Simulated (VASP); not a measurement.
# GaN (Pmc2_1) in VASP: notebook, part 2 of 2

VASP 6.6.1. The steps go on from the part before.

### 3 Single point, LDA (mode 11 frozen in at -0.046 Å and mode 13 at -0.073 Å (largest displacements))

INCAR reads:

```
  ALGO = Normal
  EDIFF = 1E-6
  ENCUT = 520
  ISIF = 2
  ISMEAR = 0
  LASPH = T
  LCHARG = T
  LELF = T
  LREAL = F
  LVHAR = T
  LWAVE = F
  NBANDS = 46
  NELM = 80
  PREC = Accurate
  SIGMA = 0.05
```

KPOINTS reads:

```
k-points
0
Gamma
  8 6 6
```

POSCAR reads:

```
GaN
1.0
   -3.1515767111      0.0000000000      0.0000000000
    0.0000000000      0.0000000000     -5.1382481593
    0.0000000000     -5.4586909876      0.0000000000
Ga N
4 4
Direct
    0.5000000000      0.0009523272      0.1744974824
    0.0000000000     -0.0052424792      0.6588408027
    0.0000000000      0.4947575208      0.3411591973
    0.5000000000      0.5009523272      0.8255025176
    0.5000000000      0.6370296442      0.1678144633
    0.0000000000      0.6399043376      0.6655493223
    0.0000000000      0.1399043376      0.3344506777
    0.5000000000      0.1370296442      0.8321855367
```

Potentials or basis: VASP PAW LDA potentials, release 64 (Ga_d, N).

Started as:

```
> cat potpaw_LDA.64/Ga_d/POTCAR potpaw_LDA.64/N/POTCAR > POTCAR
> mpirun -np 1 vasp_std > vasp.out
```

OUTCAR:

```text
EDIFF = 1E-6
   ENCUT = 520
   ISIF = 2
   ISMEAR = 0
   LASPH = T
   LREAL = F
   NELM = 80
   PREC = Accurate

 ion  position               nearest neighbor table
   1  0.500  0.001  0.174-   5 1.87   7 1.94   7 1.94   8 2.00
   2  0.000  0.995  0.659-   6 1.82   7 1.92   8 1.98   8 1.98
   3  0.000  0.495  0.341-   7 1.82   6 1.92   5 1.98   5 1.98
   4  0.500  0.501  0.826-   8 1.87   6 1.94   6 1.94   5 2.00
   5  0.500  0.637  0.168-   1 1.87   3 1.98   3 1.98   4 2.00
   6  0.000  0.640  0.666-   2 1.82   3 1.92   4 1.94   4 1.94
   7  0.000  0.140  0.334-   3 1.82   2 1.92   1 1.94   1 1.94
   8  0.500  0.137  0.832-   4 1.87   2 1.98   2 1.98   1 2.00

  LATTYP: Found a simple orthorhombic cell.
 ALAT       =     3.1515767111
 B/A-ratio  =     1.6303738193
 C/A-ratio  =     1.7320508076

  Lattice vectors:

 A1 = (  -3.1515767111,   0.0000000000,   0.0000000000)
 A2 = (   0.0000000000,   0.0000000000,  -5.1382481593)
 A3 = (   0.0000000000,  -5.4586909876,   0.0000000000)

Analysis of symmetry for initial positions (statically):
=====================================================================
 Subroutine PRICEL returns:
 Original cell was already a primitive cell.

 Routine SETGRP: Setting up the symmetry group for a
 simple orthorhombic supercell.

 Subroutine GETGRP returns: Found  4 space group operations
 (whereof  2 operations were pure point group operations)
 out of a pool of  8 trial point group operations.

The static configuration has the point symmetry C_1h.
 The point group associated with its full space group is C_2v.

Analysis of symmetry for dynamics (positions and initial velocities):
=====================================================================
 Subroutine PRICEL returns:
 Original cell was already a primitive cell.

 Routine SETGRP: Setting up the symmetry group for a
 simple orthorhombic supercell.

[... 141 lines left out ...]
   LORBIT       =      0    0 simple, 1 ext, 2 COOP (PROOUT), +10 PAW based schemes
   GGA     = CA    functional components
   LHFCALC =     F    Hartree Fock is set to
   AEXX    =    0.0000 exact exchange contribution
   IVDW    =     0    specifies the selected vdW correction
   LEPSILON=     F    determine dielectric tensor
   LRPA    =     F    only Hartree local field effects (RPA)
 non-spin polarized calculation
 Gauss-broadening in eV      SIGMA  =   0.05
  energy-cutoff  :      520.00
  volume of cell :       88.40
 maximum number of plane-waves:      2408
 NGX is ok and might be reduce to    24
   NGX = 11   NGY = 19   NGZ = 21

 number of electron      71.9999979 magnetization

 Free energy of the ion-electron system (eV)
  ---------------------------------------------------
  ext. energy  EPLUGINS =         0.00000000
  ---------------------------------------------------
  free energy    TOTEN  =       -55.48696109 eV

  energy without entropy =      -55.48696109  energy(sigma->0) =      -55.48696109

 E-fermi :   5.7650     XC(G=0): -12.3002

 val. band max:        5.5556730339   @ k =   0.0000   0.0000   0.0000
 cond. band min:       7.5586408686   @ k =   0.0000   0.0000   0.0000
 fundamental gap:      2.0029678348
 Fermi energy:         5.7650409553

 k-point     1 :       0.0000    0.0000    0.0000
  band No.  band energies     occupation
      1     -10.8088      2.00000
      2      -9.9937      2.00000
      3      -9.5157      2.00000
      4      -9.5045      2.00000
      5      -8.2080      2.00000
      6      -8.1496      2.00000
[... 1165 lines left out ...]
     45      15.1477      0.00000
     46      15.3268      0.00000

 [... further k-points ...]

------------------------ aborting loop because EDIFF is reached ----------------------------------------

  FORCE on cell =-STRESS in cart. coord.  units (eV):
  Direction    XX          YY          ZZ          XY          YZ          ZX
  --------------------------------------------------------------------------------------
  -------------------------------------------------------------------------------------
  Total       -1.1012798     -1.1216192      6.1558375      0.0000000      0.0000000      0.0000000
  in kB      -19.9607465    -20.3293989    111.5748380      0.0000000      0.0000000      0.0000000
  external PRESSURE =      23.7615642 kB  Pullay stress =       0.0000000 kB

 VOLUME and BASIS-vectors are now :
 -----------------------------------------------------------------------------
  energy-cutoff  :      520.00
  volume of cell :       88.40
      direct lattice vectors                 reciprocal lattice vectors
    -3.151576711  0.000000000  0.000000000    -0.317301494  0.000000000  0.000000000
     0.000000000  0.000000000 -5.138248159     0.000000000  0.000000000 -0.194618860
     0.000000000 -5.458690988  0.000000000     0.000000000 -0.183194103  0.000000000

 POSITION                                       TOTAL-FORCE (eV/Angst)
 -----------------------------------------------------------------------------------
     -1.57579     -0.95253     -0.00489         0.000000      0.976008     -0.811475
      0.00000     -3.59641     -5.11131         0.000000     -1.008319     -1.962935
      0.00000     -1.86228     -2.54219         0.000000      1.008319     -1.962935
     -1.57579     -4.50616     -2.57402         0.000000     -0.976008     -0.811475
     -1.57579     -0.91605     -3.27322         0.000000     -0.028581      1.173903
      0.00000     -3.63303     -3.28799         0.000000     -0.048487      1.600507
      0.00000     -1.82566     -0.71886         0.000000      0.048487      1.600507
     -1.57579     -4.54264     -0.70409         0.000000      0.028581      1.173903
 -----------------------------------------------------------------------------------
    total drift:                               -0.000000     -0.000001     -0.002445

  FREE ENERGIE OF THE ION-ELECTRON SYSTEM (eV)
  ---------------------------------------------------
  free  energy   TOTEN  =       -55.4869610861 eV

  energy  without entropy=      -55.4869610861  energy(sigma->0) =      -55.48696109
```

OSZICAR:

```text
N       E                     dE             d eps       ncg     rms          rms(c)
DAV:   1     0.805536365452E+03    0.80554E+03   -0.32733E+04  8248   0.295E+03
DAV:   2     0.100189193377E+03   -0.70535E+03   -0.66808E+03  7520   0.722E+02
DAV:   3    -0.519954194929E+02   -0.15218E+03   -0.14762E+03  8528   0.222E+02
DAV:   4    -0.635215312757E+02   -0.11526E+02   -0.11403E+02  9104   0.640E+01
DAV:   5    -0.639121124940E+02   -0.39058E+00   -0.38968E+00  9402   0.120E+01    0.153E+01
DAV:   6    -0.554331722949E+02    0.84789E+01   -0.25133E+01 13964   0.583E+01    0.425E+00
DAV:   7    -0.556121812345E+02   -0.17901E+00   -0.39146E+00  8184   0.101E+01    0.369E+00
DAV:   8    -0.555163233624E+02    0.95858E-01   -0.45554E-01 11242   0.695E+00    0.967E-01
DAV:   9    -0.554857255841E+02    0.30598E-01   -0.13976E-01 11348   0.506E+00    0.376E-01
DAV:  10    -0.554869402133E+02   -0.12146E-02   -0.13743E-02  9166   0.102E+00    0.248E-01
DAV:  11    -0.554870656371E+02   -0.12542E-03   -0.81552E-04  9742   0.725E-01    0.894E-02
DAV:  12    -0.554869606490E+02    0.10499E-03   -0.35131E-04 10434   0.498E-01    0.347E-02
DAV:  13    -0.554869596470E+02    0.10020E-05   -0.18428E-04 11792   0.122E-01    0.169E-02
DAV:  14    -0.554869617585E+02   -0.21115E-05   -0.25944E-05  8404   0.371E-02    0.138E-02
DAV:  15    -0.554869610861E+02    0.67235E-06   -0.30441E-06  6746   0.156E-01
   1 F= -.55486961E+02 E0= -.55486961E+02  d E =-.245236E-11
```

stdout:

```text
POSCAR found type information on POSCAR GaN
 POSCAR found :  2 types and       8 ions
 scaLAPACK will be used
 LDA part: xc-table for (Slater(with rela. corr.)+CA(PZ))
 , standard interpolation
 POSCAR, INCAR and KPOINTS ok, starting setup
 FFT: planning ... GRIDC
 FFT: planning ... GRID_SOFT
 FFT: planning ... GRID
 WAVECAR not read
 entering main loop
```

Wall time 5.7 min (1 thread of Oxide Virtual Turin-like, shared host); peak memory 0.3 GiB.

What came out:

```yaml
Free_energy: -55.4870 eV
Pressure: 2.4 GPa
Largest_force: 2.207 eV/Å
Band_gap_on_the_k_mesh: 2.00 eV
```

Forces in eV/Å, atoms in the order of the input:
```
Ga   0.000  0.976 -0.811
Ga   0.000 -1.008 -1.963
Ga   0.000  1.008 -1.963
Ga   0.000 -0.976 -0.811
N    0.000 -0.029  1.174
N    0.000 -0.048  1.601
N    0.000  0.048  1.601
N    0.000  0.029  1.174
```

Caveat: the cell differs from its parent crystal (mode 11 frozen in at -0.046 Å and mode 13 at -0.073 Å (largest displacements)); forces of over 1 eV/Å act on the atoms, so gaps and moduli don't describe the material at rest.

### 4 Single point, LDA (mode 11 frozen in at -0.046 Å and mode 13 at +0.091 Å (largest displacements))

INCAR reads:

```
SYSTEM = GaN
ALGO = Normal
EDIFF = 1E-7
ENCUT = 520
ISIF = 2
ISMEAR = 0
LASPH = .TRUE.
LCHARG = .FALSE.
LREAL = .FALSE.
LWAVE = .FALSE.
NBANDS = 46
NELM = 60
PREC = Accurate
SIGMA = 0.05
```

KPOINTS reads:

```
k-points
0
G
  8 6 6
  0 0 0
```

POSCAR reads:

```
GaN
1.0
   -3.1515767111      0.0000000000      0.0000000000
    0.0000000000      0.0000000000     -5.1382481593
    0.0000000000     -5.4586909876      0.0000000000
Ga N
4 4
Direct
    0.5000000000      0.0073565673      0.1744919118
    0.0000000000      0.0011617608      0.6588352320
    0.0000000000      0.5011617608      0.3411647680
    0.5000000000      0.5073565673      0.8255080882
    0.5000000000      0.6051510957      0.1677802046
    0.0000000000      0.6080257891      0.6655150636
    0.0000000000      0.1080257891      0.3344849364
    0.5000000000      0.1051510957      0.8322197954
```

Started as:

```
> cat potpaw_LDA.64/Ga_d/POTCAR potpaw_LDA.64/N/POTCAR > POTCAR
> mpirun -np 1 vasp_std > vasp.out
```

Run time: 10 min. Hardware: 1 thread of Oxide Virtual Turin-like, shared host; peak memory 0.3 GiB.

The run converged. Its results:

| Quantity | Value |
| --- | --- |
| Free energy | -55.4534 eV |
| Pressure | 2.8 GPa |
| Largest force | 1.801 eV/Å |
| Band gap on the k mesh | 2.02 eV |

Forces in eV/Å, atoms in the order of the input:
```
Ga   0.000  1.234  1.312
Ga   0.000 -1.329  0.758
Ga   0.000  1.329  0.758
Ga   0.000 -1.234  1.312
N    0.000  0.041 -0.934
N    0.000 -0.157 -1.136
N    0.000  0.157 -1.136
N    0.000 -0.041 -0.934
```

Stress tensor (GPa, compression positive):
```
 6.30  0.00  0.00
 0.00  6.45  0.00
 0.00  0.00 -4.38
```

Levels at points of the mesh, in eV from the valence-band top:
```
           k point  band 32  band 33  band 34  band 35  band 36  band 37  band 38  band 39  band 40  band 41
(0.00, 0.00, 0.00)    -1.22    -1.06    -0.25    -0.23     0.00     2.02     4.05     4.79     5.55     5.91
(0.50, 0.00, 0.00)    -4.01    -2.70    -2.61    -2.02    -1.68     5.63     6.13     6.53     6.73     7.58
(0.00, 0.50, 0.00)    -1.88    -0.74    -0.74    -0.71    -0.71     4.18     4.18     4.40     4.40     7.38
(0.50, 0.50, 0.00)    -3.82    -1.85    -1.85    -1.48    -1.48     5.55     5.55     5.84     5.84     7.90
(0.00, 0.00, 0.50)    -2.21    -0.94    -0.73    -0.69    -0.56     4.14     4.39     5.69     5.78     7.23
(0.50, 0.00, 0.50)    -3.01    -2.24    -2.04    -1.57    -1.39     4.55     5.01     5.41     5.66     5.72
(0.00, 0.50, 0.50)    -2.09    -1.92    -1.92    -1.34    -1.34     5.03     5.03     5.38     5.38     7.36
(0.50, 0.50, 0.50)    -2.27    -2.05    -2.05    -1.69    -1.69     4.11     4.11     4.52     4.52     7.24
```

Caveat: the cell differs from its parent crystal (mode 11 frozen in at -0.046 Å and mode 13 at +0.091 Å (largest displacements)); forces of over 1 eV/Å act on the atoms, so gaps and moduli don't describe the material at rest.

### 5 Single point, LDA (mode 11 frozen in at -0.046 Å and mode 13 at -0.055 Å (largest displacements))

INCAR reads:

```
SYSTEM = GaN
  PREC = Accurate
  ENCUT = 520
  EDIFF = 1E-6
  ISMEAR = 0
  SIGMA = 0.05
  LREAL = .False.
  LASPH = .True.
  NELM = 60
  ALGO = Normal
  ISIF = 2
  LWAVE = .False.
  LCHARG = .False.
  GGA = CA
  NBANDS = 46
```

KPOINTS reads:

```
Automatic mesh
0
Gamma
  8 6 6
  0 0 0
```

POSCAR reads:

```
GaN
1.0
   -3.1515767111      0.0000000000      0.0000000000
    0.0000000000      0.0000000000     -5.1382481593
    0.0000000000     -5.4586909876      0.0000000000
Ga N
4 4
Direct
    0.5000000000      0.0016639094      0.1744968635
    0.0000000000     -0.0045308970      0.6588401837
    0.0000000000      0.4954691030      0.3411598163
    0.5000000000      0.5016639094      0.8255031365
    0.5000000000      0.6334875832      0.1678106568
    0.0000000000      0.6363622766      0.6655455158
    0.0000000000      0.1363622766      0.3344544842
    0.5000000000      0.1334875832      0.8321893432
```

Started as:

```
> cat potpaw_LDA.64/Ga_d/POTCAR potpaw_LDA.64/N/POTCAR > POTCAR
> mpirun -np 1 vasp_std > vasp.out
```

It took 7.7 min on 1 thread of Oxide Virtual Turin-like, shared host; peak memory 0.3 GiB.

Results (log left out):

```
Free energy            : -55.5900 eV
Pressure               : 2.0 GPa
Largest force          : 1.835 eV/Å
Band gap on the k mesh : 2.03 eV
```

Forces in eV/Å, atoms in the order of the input:
```
Ga   0.000  1.006 -0.448
Ga   0.000 -1.045 -1.509
Ga   0.000  1.045 -1.509
Ga   0.000 -1.006 -0.448
N    0.000 -0.025  0.816
N    0.000 -0.055  1.140
N    0.000  0.055  1.140
N    0.000  0.025  0.816
```

Stress tensor (GPa, compression positive):
```
-1.13  0.00  0.00
 0.00 -1.15  0.00
 0.00  0.00  8.21
```

Levels at points of the mesh, in eV from the valence-band top:
```tsv
k point	band 33	band 34	band 35	band 36	band 37	band 38	band 39	band 40
(0.00, 0.00, 0.00)	-0.79	-0.30	-0.02	0.00	2.03	4.39	4.96	5.51
(0.50, 0.00, 0.00)	-2.49	-2.11	-2.11	-2.05	4.99	5.49	6.62	6.82
(0.00, 0.50, 0.00)	-0.61	-0.61	-0.57	-0.57	4.14	4.14	4.38	4.38
(0.50, 0.50, 0.00)	-2.10	-2.10	-1.77	-1.77	5.59	5.59	5.90	5.90
(0.00, 0.00, 0.50)	-1.09	-0.96	-0.54	-0.36	4.21	4.46	5.94	6.02
(0.50, 0.00, 0.50)	-2.73	-2.53	-1.02	-0.89	4.72	5.17	5.33	5.66
(0.00, 0.50, 0.50)	-1.67	-1.67	-1.10	-1.10	4.98	4.98	5.32	5.32
(0.50, 0.50, 0.50)	-2.08	-2.08	-1.88	-1.88	4.01	4.01	4.43	4.43
```

Caveat: the cell differs from its parent crystal (mode 11 frozen in at -0.046 Å and mode 13 at -0.055 Å (largest displacements)); forces of over 1 eV/Å act on the atoms, so gaps and moduli don't describe the material at rest.
